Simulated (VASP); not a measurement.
CoSn: single point with PBEsol

The system is CoSn.

```
Co Sn
1.0
     5.27140    0.00000    0.00000
    -2.63570    4.56517    0.00000
     0.00000    0.00000    4.20975
Co Sn
3 3
Direct
  0.00000 0.50000 0.00000
  0.50000 0.50000 0.00000
  0.50000 0.00000 0.00000
  0.66667 0.33333 0.50000
  0.33333 0.66667 0.50000
  0.00000 0.00000 0.00000
```

This cell differs from its parent crystal: volume scaled by 1.03, then relaxed in part.

```yaml
Program: VASP 6.6.1
Task: single point
Functional: PBEsol
Potentials_or_basis: VASP PAW PBE potentials, release 64 (Co, Sn_d)
Cutoff: 520 eV
k_mesh: 12 × 12 × 8
Occupations: gaussian, width 0.1 eV
Spin: no spin polarisation
Dipole_correction: no
Further_INCAR_settings: ALGO = Fast; EDIFF = 1e-07; NBANDS = 44
```

```yaml
Pressure: -4.1 GPa
```

Stress tensor (GPa, compression positive):
```
-4.03  0.00  0.00
 0.00 -4.03  0.00
 0.00  0.00 -4.12
```

Levels at points of the mesh, in eV from the Fermi level:
```
           k point  band 31  band 32  band 33  band 34  band 35  band 36  band 37  band 38
(0.00, 0.00, 0.00)    -0.42    -0.42    -0.39    -0.39     0.51     0.62     1.38     1.38
(0.50, 0.00, 0.00)    -0.62    -0.41    -0.40     0.73     1.03     1.68     1.82     2.51
(0.00, 0.00, 0.50)    -0.93    -0.48    -0.48    -0.48    -0.38    -0.38    -0.15     0.51
(0.50, 0.00, 0.50)    -0.95    -0.68    -0.48    -0.41    -0.39    -0.12     0.44     1.26
```

Wall time 7.6 min on 1 thread of Intel Xeon 6975P-C, on a shared host, peak memory 0.46 GiB.

Caveat: the PAW data sets were made with another functional, which shifts forces and pressure a little; spin-orbit coupling is left out, which moves the levels of the heavy elements. Spin polarisation is off, so any magnetic state and its effect on volume and gap are missing.
